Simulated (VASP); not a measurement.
# KTmI4 (Cmmm) in VASP: further runs

KTmI4 is run at these levels: PBE; tasks: single point, relaxation of cell and atoms.

Program: VASP 6.6.1. These are calculated values, not measurements. Logs are shortened: lines on timing, memory, paths and dates and some standing lists are left out, and cuts for length are marked.

### 1 The cell of the first run

The structure is orthorhombic, space group Cmmm (No. 65). The conventional cell has a = 5.977 Å, b = 14.464 Å, c = 8.544 Å, α = 90.00°, β = 90.00°, γ = 90.00°. K (site symmetry mmm) has 12 I at 4.20 to 5.67 Å and 4 Tm at 5.21 Å within 5.7 Å. Tm (site symmetry mmm) has 4 I at 2.89 Å within 3.8 Å. Within 3.8 Å of I (site symmetry m) lie 1 Tm at 2.89 Å.

The cell was generated, and may not be a known phase.

### 2 Single point, PBE

INCAR reads:

```
PREC = Accurate
ENCUT = 500
EDIFF = 1E-6
ISMEAR = 0
SIGMA = 0.15
LREAL = False
LASPH = True
NELM = 200
ALGO = Normal
ISIF = 2
LWAVE = False
LCHARG = False
GGA = PE
NBANDS = 32
GGA_COMPAT = False
LMAXMIX = 6
```

KPOINTS reads:

```
Automatic mesh
0
Gamma
  3 3 2
```

POSCAR reads:

```
KTmI4
1.0
    2.9882673220     -7.2321031375      0.0000000000
    2.9882673220      7.2321031375      0.0000000000
    0.0000000000      0.0000000000      8.5435361938
K Tm I
1 1 4
Direct
    0.5000000000      0.5000000000      0.5000000000
    0.0000000000      0.0000000000      0.0000000000
    0.8621086665      0.1378913335      0.7554340005
    0.1378913335      0.8621086665      0.7554340005
    0.8621086665      0.1378913335      0.2445659995
    0.1378913335      0.8621086665      0.2445659995
```

Potentials or basis: VASP PAW PBE potentials, release 64 (K_sv, Tm_3, I), 4f in core.

Launch:

```console
$ cat potpaw_PBE.64/K_sv/POTCAR potpaw_PBE.64/Tm_3/POTCAR potpaw_PBE.64/I/POTCAR > POTCAR
$ mpirun -np 1 vasp_std > vasp.out
```

OUTCAR:

```text
PREC = Accurate
   ENCUT = 500
   EDIFF = 1E-6
   ISMEAR = 0
   LREAL = False
   LASPH = True
   NELM = 200
   ISIF = 2
   GGA = PE

 ion  position               nearest neighbor table
   1  0.500  0.500  0.500-
   2  0.000  0.000  0.000-   3 2.89   4 2.89   5 2.89   6 2.89
   3  0.862  0.138  0.755-   2 2.89
   4  0.138  0.862  0.755-   2 2.89
   5  0.862  0.138  0.245-   2 2.89
   6  0.138  0.862  0.245-   2 2.89

  LATTYP: Found a base centered orthorhombic cell.
 ALAT       =     5.9765346440
 B/A-ratio  =     2.4201660555
 C/A-ratio  =     1.4295133723

  Lattice vectors:

 A1 = (   2.9882673220,  -7.2321031375,   0.0000000000)
 A2 = (   2.9882673220,   7.2321031375,   0.0000000000)
 A3 = (   0.0000000000,   0.0000000000,   8.5435361938)

Analysis of symmetry for initial positions (statically):
=====================================================================
 Subroutine PRICEL returns:
 Original cell was already a primitive cell.

 Routine SETGRP: Setting up the symmetry group for a
 base centered orthorhombic supercell.

 Subroutine GETGRP returns: Found  8 space group operations
 (whereof  8 operations were pure point group operations)
 out of a pool of  8 trial point group operations.

The static configuration has the point symmetry D_2h.

Analysis of symmetry for dynamics (positions and initial velocities):
=====================================================================
 Subroutine PRICEL returns:
 Original cell was already a primitive cell.

 Routine SETGRP: Setting up the symmetry group for a
 base centered orthorhombic supercell.

 Subroutine GETGRP returns: Found  8 space group operations
 (whereof  8 operations were pure point group operations)
 out of a pool of  8 trial point group operations.

The dynamic configuration has the point symmetry D_2h.

 Subroutine INISYM returns: Found  8 space group operations
 (whereof  8 operations are pure point group operations),
 and found     1 'primitive' translations

----------------------------------------------------------------------------------------

                                     Primitive cell

  volume of cell :     369.2765

  direct lattice vectors                    reciprocal lattice vectors
     2.988267322 -7.232103138  0.000000000     0.167321041 -0.069136182  0.000000000
     2.988267322  7.232103138  0.000000000     0.167321041  0.069136182  0.000000000
     0.000000000  0.000000000  8.543536194     0.000000000  0.000000000  0.117047552

  length of vectors
     7.825155422  7.825155422  8.543536194     0.181041825  0.181041825  0.117047552

  position of ions in fractional coordinates (direct lattice)
     0.500000000  0.500000000  0.500000000
     0.000000000  0.000000000  0.000000000
     0.862108666  0.137891334  0.755434001
     0.137891334  0.862108666  0.755434001
     0.862108666  0.137891334  0.244565999
     0.137891334  0.862108666  0.244565999

  ion indices of the primitive-cell ions
   primitive index   ion index
                 1           1
                 2           2
                 3           3
                 4           4
                 5           5
                 6           6

----------------------------------------------------------------------------------------

 KPOINTS: Automatic mesh

Automatic generation of k-mesh.
 Grid dimensions read from file:
 generate k-points for:    3    3    2

 Generating k-lattice:

  Cartesian coordinates                     Fractional coordinates (reciprocal lattice)
     0.055773680 -0.023045394  0.000000000     0.333333333  0.000000000  0.000000000
     0.055773680  0.023045394  0.000000000     0.000000000  0.333333333  0.000000000
     0.000000000  0.000000000  0.058523776     0.000000000  0.000000000  0.500000000

  Length of vectors
     0.060347275  0.060347275  0.058523776

  Shift w.r.t. Gamma in fractional coordinates (k-lattice)
     0.000000000  0.000000000  0.000000000

 Subroutine IBZKPT returns following result:
 ===========================================

 Found      8 irreducible k-points:

 Following reciprocal coordinates:
            Coordinates               Weight
  0.000000  0.000000  0.000000      1.000000
  0.333333 -0.000000  0.000000      4.000000
  0.333333  0.333333  0.000000      2.000000
 -0.333333  0.333333  0.000000      2.000000
  0.000000  0.000000  0.500000      1.000000
  0.333333 -0.000000  0.500000      4.000000
  0.333333  0.333333  0.500000      2.000000
 -0.333333  0.333333  0.500000      2.000000
   k-points           NKPTS =      8   k-points in BZ     NKDIM =      8   number of bands    NBANDS=     32
   number of dos      NEDOS =    301   number of ions     NIONS =      6
   total plane-waves  NPLWV = 230400
   dimension x,y,z NGX =    60 NGY =   60 NGZ =   64
   dimension x,y,z NGXF=   120 NGYF=  120 NGZF=  128
   ions per type =               1   1   4
   NGX,Y,Z   is equivalent  to a cutoff of  12.75, 12.75, 12.45 a.u.
   NGXF,Y,Z  is equivalent  to a cutoff of  25.49, 25.49, 24.91 a.u.
 SYSTEM =  unknown system
   PREC   = accura    normal or accurate (medium, high low for compatibility)
   ISTART =      0    job   : 0-new  1-cont  2-samecut
   ICHARG =      2    charge: 1-file 2-atom 10-const
   ISPIN  =      1    spin polarized calculation?
   LNONCOLLINEAR =      F non collinear calculations
   LSORBIT =      F    spin-orbit coupling
   LASPH  =      T    aspherical Exc in radial PAW
   ENCUT  =  500.0 eV  36.75 Ry    6.06 a.u.  14.27 14.27 15.58*2*pi/ulx,y,z
   NELM   =    200;   NELMIN=  2; NELMDL= -5     # of ELM steps
   EDIFF  = 0.1E-05   stopping-criterion for ELM
   LREAL  =      F    real-space projection
   EDIFFG = 0.1E-04   stopping-criterion for IOM
   NSW    =      0    number of steps for IOM
   IBRION =     -1    ionic relax: 0-MD 1-quasi-New 2-CG
   NFREE  =      0    steps in history (QN), initial steepest desc. (CG)
   ISIF   =      2    stress and relaxation
   ISYM   =      2    0-nonsym 1-usesym 2-fastsym
   POTIM  = 0.5000    time-step for ionic-motion
   TEBEG  =    0.0;   TEEND  =   0.0 temperature during run
   PSTRESS=    0.0 pullay stress
   NELECT =      46.0000    total number of electrons
   NUPDOWN=      -1.0000    fix difference up-down
   EMIN   =  10.00;   EMAX   =-10.00  energy-range for DOS
   EFERMI =   0.00;   METHOD = LEGACY
   ISMEAR =     0;   SIGMA  =   0.15  broadening in eV -4-tet -1-fermi 0-gaus
   EFERMI_NEDOS =   21; number of points for ismear=-14 and -15
   IALGO  =     38    algorithm
   IMIX   =      4    mixing-type and parameters
     AMIX     =   0.40;   BMIX     =  1.00
     AMIX_MAG =   1.60;   BMIX_MAG =  1.00
  volume/ion in A,a.u.               =      61.55       415.33
  Fermi-wavevector in a.u.,A,eV,Ry     =   0.817605  1.545049  9.095194  0.668478
  Thomas-Fermi vector in A             =   1.928083
   LORBIT       =      0    0 simple, 1 ext, 2 COOP (PROOUT), +10 PAW based schemes
   GGA     = PE    functional components
   LHFCALC =     F    Hartree Fock is set to
   AEXX    =    0.0000 exact exchange contribution
   IVDW    =     0    specifies the selected vdW correction
   LEPSILON=     F    determine dielectric tensor
   LRPA    =     F    only Hartree local field effects (RPA)
 non-spin polarized calculation
 Gauss-broadening in eV      SIGMA  =   0.15
  energy-cutoff  :      500.00
  volume of cell :      369.28
 maximum number of plane-waves:      9390
 NGX is ok and might be reduce to    60
   NGX = 29   NGY = 29   NGZ = 31

 number of electron      45.9999999 magnetization

 Free energy of the ion-electron system (eV)
  ---------------------------------------------------
  ext. energy  EPLUGINS =         0.00000000
  ---------------------------------------------------
  free energy    TOTEN  =       -18.16102729 eV

  energy without entropy =      -18.16102729  energy(sigma->0) =      -18.16102729

 E-fermi :   0.1773     XC(G=0):  -6.1461

 val. band max:       -0.4554733232   @ k =   0.0000   0.0000   0.0000
 cond. band min:       0.8240024630   @ k =   0.0000   0.0000   0.0000
 fundamental gap:      1.2794757862
 Fermi energy:         0.1773316153

 k-point     1 :       0.0000    0.0000    0.0000
  band No.  band energies     occupation
      1     -30.9430      2.00000
      2     -26.6792      2.00000
      3     -26.1921      2.00000
      4     -26.1841      2.00000
      5     -14.4212      2.00000
      6     -14.4008      2.00000
[... 24 lines left out ...]
     31       4.6859      0.00000
     32       4.9807      0.00000

 k-point     2 :       0.3333   -0.0000    0.0000
  band No.  band energies     occupation
      1     -30.9430      2.00000
      2     -26.6793      2.00000
      3     -26.1921      2.00000
      4     -26.1841      2.00000
      5     -14.4204      2.00000
      6     -14.4002      2.00000
[... 24 lines left out ...]
     31       4.9333      0.00000
     32       5.1182      0.00000

 k-point     3 :       0.3333    0.3333    0.0000
  band No.  band energies     occupation
      1     -30.9430      2.00000
      2     -26.6793      2.00000
      3     -26.1921      2.00000
      4     -26.1841      2.00000
      5     -14.4204      2.00000
      6     -14.4002      2.00000
[... 24 lines left out ...]
     31       4.9416      0.00000
     32       5.1021      0.00000

 k-point     4 :      -0.3333    0.3333    0.0000
  band No.  band energies     occupation
      1     -30.9430      2.00000
      2     -26.6792      2.00000
      3     -26.1921      2.00000
      4     -26.1841      2.00000
      5     -14.4212      2.00000
      6     -14.4009      2.00000
[... 24 lines left out ...]
     31       4.7481      0.00000
     32       4.9229      0.00000

 k-point     5 :       0.0000    0.0000    0.5000
  band No.  band energies     occupation
      1     -30.9430      2.00000
      2     -26.6792      2.00000
      3     -26.1921      2.00000
      4     -26.1841      2.00000
      5     -14.4214      2.00000
      6     -14.4008      2.00000
[... 24 lines left out ...]
     31       4.8775      0.00000
     32       5.2058      0.00000

 k-point     6 :       0.3333   -0.0000    0.5000
  band No.  band energies     occupation
      1     -30.9430      2.00000
      2     -26.6793      2.00000
      3     -26.1921      2.00000
      4     -26.1841      2.00000
      5     -14.4204      2.00000
      6     -14.4002      2.00000
[... 24 lines left out ...]
     31       5.3294      0.00000
     32       5.3787      0.00000

 k-point     7 :       0.3333    0.3333    0.5000
  band No.  band energies     occupation
      1     -30.9430      2.00000
      2     -26.6793      2.00000
      3     -26.1921      2.00000
      4     -26.1841      2.00000
      5     -14.4204      2.00000
      6     -14.4002      2.00000
[... 24 lines left out ...]
     31       5.5672      0.00000
     32       5.6164      0.00000

 k-point     8 :      -0.3333    0.3333    0.5000
  band No.  band energies     occupation
      1     -30.9430      2.00000
      2     -26.6792      2.00000
      3     -26.1921      2.00000
      4     -26.1841      2.00000
      5     -14.4213      2.00000
      6     -14.4009      2.00000
[... 24 lines left out ...]
     31       4.9260      0.00000
     32       5.1243      0.00000

------------------------ aborting loop because EDIFF is reached ----------------------------------------

  FORCE on cell =-STRESS in cart. coord.  units (eV):
  Direction    XX          YY          ZZ          XY          YZ          ZX
  --------------------------------------------------------------------------------------
  -------------------------------------------------------------------------------------
  Total       -1.6886339      0.7689175      0.0228130     -0.0000000      0.0000000      0.0000000
  in kB       -7.3264633      3.3360967      0.0989785     -0.0000000      0.0000000      0.0000000
  external PRESSURE =      -1.2971294 kB  Pullay stress =       0.0000000 kB

 VOLUME and BASIS-vectors are now :
 -----------------------------------------------------------------------------
  energy-cutoff  :      500.00
  volume of cell :      369.28
      direct lattice vectors                 reciprocal lattice vectors
     2.988267322 -7.232103138  0.000000000     0.167321041 -0.069136182  0.000000000
     2.988267322  7.232103138  0.000000000     0.167321041  0.069136182  0.000000000
     0.000000000  0.000000000  8.543536194     0.000000000  0.000000000  0.117047552

 POSITION                                       TOTAL-FORCE (eV/Angst)
 -----------------------------------------------------------------------------------
      2.98827      0.00000      4.27177         0.000000      0.000000     -0.000000
      0.00000      0.00000      0.00000         0.000000      0.000000     -0.000000
      2.98827     -5.23761      6.45408         0.000000      0.034125     -0.005658
      2.98827      5.23761      6.45408         0.000000     -0.034125     -0.005658
      2.98827     -5.23761      2.08946         0.000000      0.034125      0.005658
      2.98827      5.23761      2.08946         0.000000     -0.034125      0.005658
 -----------------------------------------------------------------------------------
    total drift:                               -0.000000      0.000000     -0.000000

  FREE ENERGIE OF THE ION-ELECTRON SYSTEM (eV)
  ---------------------------------------------------
  free  energy   TOTEN  =       -18.1610272917 eV

  energy  without entropy=      -18.1610272915  energy(sigma->0) =      -18.16102729
```

It took 1.7 min on 1 thread of Intel Xeon 6975P-C (Granite Rapids), shared host; peak memory 0.56 GiB.

Results:

- Free energy: -18.1610 eV
- Pressure: -0.1 GPa
- Largest force: 0.035 eV/Å
- Band gap on the k mesh: 1.28 eV

Forces in eV/Å, atoms in the order of the input:
```
K    0.000  0.000  0.000
Tm   0.000  0.000  0.000
I    0.000  0.034 -0.006
I    0.000 -0.034 -0.006
I    0.000  0.034  0.006
I    0.000 -0.034  0.006
```

Stress tensor (GPa, compression positive):
```
-0.73  0.00  0.00
 0.00  0.33  0.00
 0.00  0.00  0.01
```

Caveat: spin-orbit coupling is left out, which moves the levels of the heavy elements; the 4f electrons are frozen in the core, so they carry no moment and show no levels.

[end of part 1 of 2]
